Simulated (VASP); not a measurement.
# AlN (P6_3mc) in VASP: notebook, part 2 of 2

VASP 6.6.1. Earlier steps stand in the parts before.

### Step 4. Single point, PBE

This run uses another cell than the first one, of the same volume but with other edges.

File INCAR:

```
PREC     = Accurate       # precision mode
ENCUT    = 520            # plane-wave cutoff, eV
EDIFF    = 1E-6           # SCF threshold, eV
ISMEAR   = 0              # smearing method
SIGMA    = 0.05           # smearing width, eV
LREAL    = F              # projectors in reciprocal space
LASPH    = T              # aspherical terms in the spheres
NELM     = 80             # most SCF steps
ALGO     = Normal         # electronic algorithm
ISIF     = 2              # what is computed and relaxed
LWAVE    = F              # write WAVECAR
LCHARG   = F              # write CHGCAR
GGA      = PE             # functional
NBANDS   = 16             # bands
```

File KPOINTS:

```
regular mesh
0
Gamma
  9 9 6
```

File POSCAR:

```
AlN
1.0
    3.0986000000      0.0000000000      0.0000000000
   -1.5493000000      2.6834663162      0.0000000000
    0.0000000000      0.0000000000      5.0169562961
Al N
2 2
Direct
    0.3333333333      0.6666666667      0.0026068735
    0.6666666667      0.3333333333      0.5026068735
    0.3333333333      0.6666666667      0.3823931265
    0.6666666667      0.3333333333      0.8823931265
```

Potentials or basis: VASP PAW PBE potentials, release 64 (Al, N).

Run with:

```
$ cat potpaw_PBE.64/Al/POTCAR potpaw_PBE.64/N/POTCAR > POTCAR
$ mpirun -np 1 vasp_std > vasp.out
```

OUTCAR:

```text
PREC = Accurate
   ENCUT = 520
   EDIFF = 1E-6
   ISMEAR = 0
   LREAL = F
   LASPH = T
   NELM = 80
   ISIF = 2
   GGA = PE

 ion  position               nearest neighbor table
   1  0.333  0.667  0.003-   4 1.89   4 1.89   4 1.89   3 1.91   2 3.08   2 3.08   2 3.08   2 3.08
                             2 3.08   2 3.08
   2  0.667  0.333  0.503-   3 1.89   3 1.89   3 1.89   4 1.91   1 3.08   1 3.08   1 3.08   1 3.08
                             1 3.08   1 3.08
   3  0.333  0.667  0.382-   2 1.89   2 1.89   2 1.89   1 1.91
   4  0.667  0.333  0.882-   1 1.89   1 1.89   1 1.89   2 1.91

  LATTYP: Found a hexagonal cell.
 ALAT       =     3.0986000000
 C/A-ratio  =     1.6191042071

  Lattice vectors:

 A1 = (   3.0986000000,   0.0000000000,   0.0000000000)
 A2 = (  -1.5493000000,   2.6834663162,   0.0000000000)
 A3 = (   0.0000000000,   0.0000000000,   5.0169562961)

Analysis of symmetry for initial positions (statically):
=====================================================================
 Subroutine PRICEL returns:
 Original cell was already a primitive cell.

[... 172 lines left out ...]
  free energy    TOTEN  =       -29.76757566 eV

  energy without entropy =      -29.76757566  energy(sigma->0) =      -29.76757566

 E-fermi :   6.3060     XC(G=0): -10.9164

 val. band max:        6.0982987039   @ k =   0.0000   0.0000   0.0000
 cond. band min:      10.3700360965   @ k =   0.0000   0.0000   0.0000
 fundamental gap:      4.2717373925
 Fermi energy:         6.3060283282

 k-point     1 :       0.0000    0.0000    0.0000
  band No.  band energies     occupation
      1      -9.0292      2.00000
      2      -6.9246      2.00000
      3       0.1252      2.00000
      4       5.3567      2.00000
      5       5.3567      2.00000
      6       5.9766      2.00000
[... 433 lines left out ...]
      3       1.4747      2.00000
      4       1.9986      2.00000
      5       1.9986      2.00000
      6       3.4413      2.00000
[... 8 lines left out ...]
     15      19.2990      0.00000
     16      21.3129      0.00000

 [... further k-points ...]
[... 5 lines left out ...]
  --------------------------------------------------------------------------------------
  -------------------------------------------------------------------------------------
  Total        1.3095542      1.3095542      0.5027722      0.0000000      0.0000000     -0.0000000
  in kB       50.2958401     50.2958401     19.3098942      0.0000000      0.0000000     -0.0000000
  external PRESSURE =      39.9671915 kB  Pullay stress =       0.0000000 kB

 VOLUME and BASIS-vectors are now :
 -----------------------------------------------------------------------------
  energy-cutoff  :      520.00
  volume of cell :       41.72
      direct lattice vectors                 reciprocal lattice vectors
     3.098600000  0.000000000  0.000000000     0.322726393  0.186326170  0.000000000
    -1.549300000  2.683466316  0.000000000     0.000000000  0.372652339  0.000000000
     0.000000000  0.000000000  5.016956296     0.000000000  0.000000000  0.199324041

 POSITION                                       TOTAL-FORCE (eV/Angst)
 -----------------------------------------------------------------------------------
     -0.00000      1.78898      0.01308        -0.000000     -0.000000     -0.001588
      1.54930      0.89449      2.52156         0.000000      0.000000     -0.001588
     -0.00000      1.78898      1.91845         0.000000      0.000000      0.001588
      1.54930      0.89449      4.42693        -0.000000     -0.000000      0.001588
 -----------------------------------------------------------------------------------
    total drift:                               -0.000000      0.000000     -0.000598

  FREE ENERGIE OF THE ION-ELECTRON SYSTEM (eV)
  ---------------------------------------------------
  free  energy   TOTEN  =       -29.7675756571 eV

  energy  without entropy=      -29.7675756571  energy(sigma->0) =      -29.76757566
```

OSZICAR:

```text
N       E                     dE             d eps       ncg     rms          rms(c)
DAV:   1     0.425346024264E+02    0.42535E+02   -0.73555E+03  1536   0.896E+02
DAV:   2    -0.309327849480E+02   -0.73467E+02   -0.66866E+02  2232   0.188E+02
DAV:   3    -0.345017467464E+02   -0.35690E+01   -0.35558E+01  1928   0.429E+01
DAV:   4    -0.345234389043E+02   -0.21692E-01   -0.21691E-01  1912   0.378E+00
DAV:   5    -0.345237199444E+02   -0.28104E-03   -0.28104E-03  1936   0.432E-01    0.122E+01
DAV:   6    -0.297556247869E+02    0.47681E+01   -0.10701E+01  1832   0.237E+01    0.417E+00
DAV:   7    -0.297794865179E+02   -0.23862E-01   -0.68171E-01  1680   0.580E+00    0.295E+00
DAV:   8    -0.297720247903E+02    0.74617E-02   -0.60357E-02  1712   0.225E+00    0.583E-01
DAV:   9    -0.297670292730E+02    0.49955E-02   -0.12259E-02  2040   0.815E-01    0.245E-01
DAV:  10    -0.297676551592E+02   -0.62589E-03   -0.23034E-03  1664   0.299E-01    0.132E-01
DAV:  11    -0.297675728288E+02    0.82330E-04   -0.17812E-04  1736   0.102E-01    0.328E-02
DAV:  12    -0.297675758545E+02   -0.30257E-05   -0.11815E-05  1672   0.275E-02    0.745E-03
DAV:  13    -0.297675756571E+02    0.19739E-06   -0.41073E-06  1824   0.156E-02
   1 F= -.29767576E+02 E0= -.29767576E+02  d E =-.185169E-11
```

Wall time 17 s (1 thread of AMD EPYC 9R45 (Zen 5), shared host); peak memory 0.13 GiB.

Results:

| Quantity | Value |
| --- | --- |
| Free energy | -29.7676 eV |
| Pressure | 4.0 GPa |
| Band gap on the k mesh | 4.27 eV, direct |

Stress tensor (GPa, compression positive):
```
5.03 0.00 0.00
0.00 5.03 0.00
0.00 0.00 1.93
```

Levels at points of the mesh, in eV from the valence-band top:
```tsv
k point	band 6	band 7	band 8	band 9	band 10	band 11
(0.00, 0.00, 0.00)	-0.12	-0.12	0.00	4.27	6.84	10.61
(0.00, 0.00, 0.50)	-0.44	-0.44	-0.44	6.57	6.57	10.35
```

A k mesh can miss the band edges.

### Step 5. Single point, PBE

This run uses another cell than the first one, of 10.39 Å³/atom, 0.997 times its volume.

File INCAR:

```
  PREC = Accurate
  ENCUT = 520
  EDIFF = 1E-6
  ISMEAR = 0
  SIGMA = 0.05
  LREAL = False
  LASPH = True
  NELM = 80
  ALGO = Normal
  ISIF = 2
  LWAVE = False
  LCHARG = False
  GGA = PE
  NBANDS = 16
```

KPOINTS is that of step 4.

File POSCAR:

```
AlN
1.0
    3.2238000000      0.0000000000      0.0000000000
   -1.6119000000      2.7918926967      0.0000000000
    0.0000000000      0.0000000000      4.6156000000
Al N
2 2
Direct
    0.3333333333      0.6666666667     -0.0127856262
    0.6666666667      0.3333333333      0.4872143738
    0.3333333333      0.6666666667      0.3977856262
    0.6666666667      0.3333333333      0.8977856262
```

Potentials or basis: VASP PAW PBE potentials, release 64 (Al, N).

Run with:

```
$ cat potpaw_PBE.64/Al/POTCAR potpaw_PBE.64/N/POTCAR > POTCAR
$ mpirun -np 1 vasp_std > vasp.out
```

OUTCAR:

```text
PREC = Accurate
   ENCUT = 520
   EDIFF = 1E-6
   ISMEAR = 0
   LREAL = False
   LASPH = True
   NELM = 80
   ISIF = 2
   GGA = PE

 ion  position               nearest neighbor table
   1  0.333  0.667  0.987-   3 1.90   4 1.91   4 1.91   4 1.91   2 2.96   2 2.96   2 2.96   2 2.96
                             2 2.96   2 2.96
   2  0.667  0.333  0.487-   4 1.90   3 1.91   3 1.91   3 1.91   1 2.96   1 2.96   1 2.96   1 2.96
                             1 2.96   1 2.96
   3  0.333  0.667  0.398-   1 1.90   2 1.91   2 1.91   2 1.91
   4  0.667  0.333  0.898-   2 1.90   1 1.91   1 1.91   1 1.91

  LATTYP: Found a hexagonal cell.
 ALAT       =     3.2238000000
 C/A-ratio  =     1.4317265339

  Lattice vectors:

 A1 = (   3.2238000000,   0.0000000000,   0.0000000000)
 A2 = (  -1.6119000000,   2.7918926967,   0.0000000000)
 A3 = (   0.0000000000,   0.0000000000,   4.6156000000)

Analysis of symmetry for initial positions (statically):
=====================================================================
 Subroutine PRICEL returns:
 Original cell was already a primitive cell.

 Routine SETGRP: Setting up the symmetry group for a
 hexagonal supercell.

 Subroutine GETGRP returns: Found 12 space group operations
 (whereof  6 operations were pure point group operations)
 out of a pool of 24 trial point group operations.

The static configuration has the point symmetry C_3v.
 The point group associated with its full space group is C_6v.

Analysis of symmetry for dynamics (positions and initial velocities):
=====================================================================
 Subroutine PRICEL returns:
 Original cell was already a primitive cell.

 Routine SETGRP: Setting up the symmetry group for a
 hexagonal supercell.

 Subroutine GETGRP returns: Found 12 space group operations
 (whereof  6 operations were pure point group operations)
 out of a pool of 24 trial point group operations.

The dynamic configuration has the point symmetry C_3v.
 The point group associated with its full space group is C_6v.

 Subroutine INISYM returns: Found 12 space group operations
 (whereof  6 operations are pure point group operations),
 and found     1 'primitive' translations

----------------------------------------------------------------------------------------

                                     Primitive cell

  volume of cell :      41.5427

  direct lattice vectors                    reciprocal lattice vectors
     3.223800000  0.000000000  0.000000000     0.310192940  0.179089977  0.000000000
    -1.611900000  2.791892697  0.000000000     0.000000000  0.358179955  0.000000000
     0.000000000  0.000000000  4.615600000     0.000000000  0.000000000  0.216656556

  length of vectors
     3.223800000  3.223800000  4.615600000     0.358179955  0.358179955  0.216656556

  position of ions in fractional coordinates (direct lattice)
     0.333333333  0.666666667  0.987214374
     0.666666667  0.333333333  0.487214374
     0.333333333  0.666666667  0.397785626
     0.666666667  0.333333333  0.897785626

  ion indices of the primitive-cell ions
   primitive index   ion index
                 1           1
[... 28 lines left out ...]
 Found     48 irreducible k-points:

 Following reciprocal coordinates:
            Coordinates               Weight
  0.000000  0.000000  0.000000      1.000000
  0.111111  0.000000  0.000000      6.000000
  0.222222  0.000000  0.000000      6.000000
  0.333333  0.000000  0.000000      6.000000
  0.444444  0.000000  0.000000      6.000000
  0.111111  0.111111  0.000000      6.000000
[... 16 lines left out ...]
  0.333333  0.222222  0.166667     24.000000
  0.333333  0.333333  0.166667      4.000000
 [... further k-points ...]
   k-points           NKPTS =     48   k-points in BZ     NKDIM =     48   number of bands    NBANDS=     16
   number of dos      NEDOS =    301   number of ions     NIONS =      4
   total plane-waves  NPLWV =  20736
   dimension x,y,z NGX =    24 NGY =   24 NGZ =   36
   dimension x,y,z NGXF=    48 NGYF=   48 NGZF=   72
   ions per type =               2   2
   NGX,Y,Z   is equivalent  to a cutoff of  12.38, 12.38, 12.97 a.u.
   NGXF,Y,Z  is equivalent  to a cutoff of  24.75, 24.75, 25.93 a.u.
 SYSTEM =  unknown system
   PREC   = accura    normal or accurate (medium, high low for compatibility)
   ISTART =      0    job   : 0-new  1-cont  2-samecut
   ICHARG =      2    charge: 1-file 2-atom 10-const
   ISPIN  =      1    spin polarized calculation?
   LNONCOLLINEAR =      F non collinear calculations
   LSORBIT =      F    spin-orbit coupling
   LASPH  =      T    aspherical Exc in radial PAW
   ENCUT  =  520.0 eV  38.22 Ry    6.18 a.u.   5.99  5.99  8.58*2*pi/ulx,y,z
   NELM   =     80;   NELMIN=  2; NELMDL= -5     # of ELM steps
   EDIFF  = 0.1E-05   stopping-criterion for ELM
   LREAL  =      F    real-space projection
   EDIFFG = 0.1E-04   stopping-criterion for IOM
   NSW    =      0    number of steps for IOM
   IBRION =     -1    ionic relax: 0-MD 1-quasi-New 2-CG
   NFREE  =      0    steps in history (QN), initial steepest desc. (CG)
   ISIF   =      2    stress and relaxation
   ISYM   =      2    0-nonsym 1-usesym 2-fastsym
   POTIM  = 0.5000    time-step for ionic-motion
   TEBEG  =    0.0;   TEEND  =   0.0 temperature during run
   PSTRESS=    0.0 pullay stress
   NELECT =      16.0000    total number of electrons
   NUPDOWN=      -1.0000    fix difference up-down
   EMIN   =  10.00;   EMAX   =-10.00  energy-range for DOS
   EFERMI =   0.00;   METHOD = LEGACY
   ISMEAR =     0;   SIGMA  =   0.05  broadening in eV -4-tet -1-fermi 0-gaus
   EFERMI_NEDOS =   21; number of points for ismear=-14 and -15
   IALGO  =     38    algorithm
   IMIX   =      4    mixing-type and parameters
     AMIX     =   0.40;   BMIX     =  1.00
     AMIX_MAG =   1.60;   BMIX_MAG =  1.00
  volume/ion in A,a.u.               =      10.39        70.09
  Fermi-wavevector in a.u.,A,eV,Ry     =   1.191104  2.250861 19.302990  1.418730
  Thomas-Fermi vector in A             =   2.327174
   LORBIT       =      0    0 simple, 1 ext, 2 COOP (PROOUT), +10 PAW based schemes
   GGA     = PE    functional components
   LHFCALC =     F    Hartree Fock is set to
   AEXX    =    0.0000 exact exchange contribution
   IVDW    =     0    specifies the selected vdW correction
   LEPSILON=     F    determine dielectric tensor
   LRPA    =     F    only Hartree local field effects (RPA)
 non-spin polarized calculation
 Gauss-broadening in eV      SIGMA  =   0.05
  energy-cutoff  :      520.00
  volume of cell :       41.54
 maximum number of plane-waves:      1140
 NGX is ok and might be reduce to    24

 number of electron      16.0000003 magnetization

 Free energy of the ion-electron system (eV)
  ---------------------------------------------------
  ext. energy  EPLUGINS =         0.00000000
  ---------------------------------------------------
  free energy    TOTEN  =       -29.54499157 eV

  energy without entropy =      -29.54499157  energy(sigma->0) =      -29.54499157

 E-fermi :   7.1594     XC(G=0): -10.9411

 val. band max:        6.9178833726   @ k =   0.0000   0.0000   0.0000
 cond. band min:      10.4451436625   @ k =   0.0000   0.0000   0.0000
 fundamental gap:      3.5272602899
 Fermi energy:         7.1593729263

 k-point     1 :       0.0000    0.0000    0.0000
  band No.  band energies     occupation
      1      -9.0052      2.00000
      2      -6.3199      2.00000
      3       0.5970      2.00000
      4       4.8081      2.00000
      5       4.8081      2.00000
      6       5.8397      2.00000
[... 433 lines left out ...]
      3       1.3304      2.00000
      4       1.9845      2.00000
      5       1.9845      2.00000
      6       3.8902      2.00000
[... 8 lines left out ...]
     15      18.7807      0.00000
     16      20.6072      0.00000

 [... further k-points ...]

------------------------ aborting loop because EDIFF is reached ----------------------------------------

  FORCE on cell =-STRESS in cart. coord.  units (eV):
  Direction    XX          YY          ZZ          XY          YZ          ZX
  --------------------------------------------------------------------------------------
  -------------------------------------------------------------------------------------
  Total       -1.1627115     -1.1627115      3.6106628      0.0000000      0.0000000     -0.0000000
  in kB      -44.8422676    -44.8422676    139.2523490      0.0000000      0.0000000     -0.0000000
  external PRESSURE =      16.5226046 kB  Pullay stress =       0.0000000 kB

 VOLUME and BASIS-vectors are now :
 -----------------------------------------------------------------------------
  energy-cutoff  :      520.00
  volume of cell :       41.54
      direct lattice vectors                 reciprocal lattice vectors
     3.223800000  0.000000000  0.000000000     0.310192940  0.179089977  0.000000000
    -1.611900000  2.791892697  0.000000000     0.000000000  0.358179955  0.000000000
     0.000000000  0.000000000  4.615600000     0.000000000  0.000000000  0.216656556

 POSITION                                       TOTAL-FORCE (eV/Angst)
 -----------------------------------------------------------------------------------
     -0.00000      1.86126      4.55659        -0.000000     -0.000000      0.000415
      1.61190      0.93063      2.24879         0.000000      0.000000      0.000415
     -0.00000      1.86126      1.83602        -0.000000      0.000000     -0.000415
      1.61190      0.93063      4.14382         0.000000     -0.000000     -0.000415
 -----------------------------------------------------------------------------------
    total drift:                               -0.000000     -0.000000      0.000816

  FREE ENERGIE OF THE ION-ELECTRON SYSTEM (eV)
  ---------------------------------------------------
  free  energy   TOTEN  =       -29.5449915671 eV

  energy  without entropy=      -29.5449915671  energy(sigma->0) =      -29.54499157
```

OSZICAR:

```text
N       E                     dE             d eps       ncg     rms          rms(c)
DAV:   1     0.399349765880E+02    0.39935E+02   -0.72207E+03  1536   0.893E+02
DAV:   2    -0.308185150270E+02   -0.70753E+02   -0.64664E+02  2200   0.186E+02
DAV:   3    -0.342262597636E+02   -0.34077E+01   -0.33980E+01  1816   0.421E+01
DAV:   4    -0.342469165855E+02   -0.20657E-01   -0.20656E-01  1920   0.369E+00
DAV:   5    -0.342471917620E+02   -0.27518E-03   -0.27518E-03  1888   0.430E-01    0.121E+01
DAV:   6    -0.295428630485E+02    0.47043E+01   -0.10193E+01  1904   0.234E+01    0.408E+00
DAV:   7    -0.295597821414E+02   -0.16919E-01   -0.68301E-01  1624   0.585E+00    0.292E+00
DAV:   8    -0.295507674175E+02    0.90147E-02   -0.72430E-02  1664   0.242E+00    0.712E-01
DAV:   9    -0.295444449184E+02    0.63225E-02   -0.14088E-02  1960   0.916E-01    0.265E-01
DAV:  10    -0.295450928340E+02   -0.64792E-03   -0.27826E-03  1656   0.340E-01    0.149E-01
DAV:  11    -0.295449865366E+02    0.10630E-03   -0.26093E-04  1776   0.129E-01    0.310E-02
DAV:  12    -0.295449919555E+02   -0.54188E-05   -0.15387E-05  1728   0.314E-02    0.109E-02
DAV:  13    -0.295449915671E+02    0.38836E-06   -0.52764E-06  1728   0.181E-02
   1 F= -.29544992E+02 E0= -.29544992E+02  d E =-.429559E-14
```

Run time: 15 s. Hardware: 1 thread of AMD EPYC 9R45 (Zen 5), shared host; peak memory 0.13 GiB.

Results:

* Free energy: -29.5450 eV
* Pressure: 1.7 GPa
* Band gap on the k mesh: 3.53 eV, direct

Stress tensor (GPa, compression positive):
```
-4.48  0.00  0.00
 0.00 -4.48  0.00
 0.00  0.00 13.93
```

### Step 6. Summary

| cell | gap on the mesh (eV) | pressure (GPa) |
| --- | --- | --- |
| a = 3.036, b = 3.036, c = 5.218 Å, angles 90.0, 90.0, 120.0°, 4 atoms | 4.04 | 4.9 |
| a = 3.161, b = 3.161, c = 4.816 Å, angles 90.0, 90.0, 120.0°, 4 atoms | 3.92 | 3.2 |
| a = 3.099, b = 3.099, c = 5.017 Å, angles 90.0, 90.0, 120.0°, 4 atoms | 4.27 | 4.0 |
| a = 3.224, b = 3.224, c = 4.616 Å, angles 90.0, 90.0, 120.0°, 4 atoms | 3.53 | 1.7 |

Alike in all rows: task single point; level PBE; potentials or basis VASP PAW PBE potentials, release 64 (Al, N); no spin polarisation; k mesh 9 × 9 × 6; cutoff (eV) 520; smearing gaussian 0.05 eV.

Total energies depend on the potentials used, so only differences within one code and one set of settings carry meaning.

### Step 7. Comparison with measurements

Step 5. Against the measured gap of AlN, 6.0343 eV (an exciton energy, a little under the gap; 0 K; quoted in “Structural and optical properties of self-assembled AlN nanowires grown on SiO2/Si substrates by molecular beam epitaxy”, 2024, arxiv:2402.00216), the calculated 3.53 eV is off by -2.51 eV. 2 values of this kind are on record (6.034 to 6.0343 eV); this one was drawn at random. The value is that of PBE, without temperature or zero-point motion. Semilocal functionals fall short of measured gaps as a rule.
